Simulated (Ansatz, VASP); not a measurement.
Two plane-wave programs on PbSe

```
Pb Se
1.0
     3.63965    0.00000    0.00000
     0.00000    3.63965    0.00000
     0.00000    0.00000    3.98024
Pb Se
1 1
Direct
  0.00000 0.00000 0.06606
  0.50000 0.50000 0.43394
```

Alike in both runs: task single point; functional PBE; k mesh 10 × 10 × 10; occupations gaussian, width 0.1 eV; no spin polarisation.

|  | VASP | Ansatz |
| --- | --- | --- |
| version | VASP 6.6.1 | Ansatz 0.2.0 |
| potentials or method | VASP PAW PBE potentials, release 64 (Pb_d, Se), cutoff 500 eV | scalar-relativistic, plane waves, PAW |
| valence electrons in the cell | 20 | 30 |

Ansatz gave:

* gap on the k mesh at the Fermi level (eV): none
* pressure (GPa): 5.4
* traceless stress, the component that is largest in VASP (GPa): -2.37
* rms of the force components (eV/Å): 0.128

Task: What did VASP give for the same quantities?

Result: gap on the k mesh at the Fermi level (eV): none; pressure (GPa): 5.4; traceless stress, the component that is largest in VASP (GPa): -2.38; rms of the force components (eV/Å): 0.133.

Atom by atom the forces differ by 0.005 eV/Å (rms over components). A gap of «none» marks a metal or a gap that the smearing closes. With one functional, cell and mesh, what is left measures potentials, basis and numerics. VASP's potentials hold 20 valence electrons a cell and Ansatz's 30, so a difference there can come from the potentials and not from the codes.

Spin-orbit coupling is off throughout.
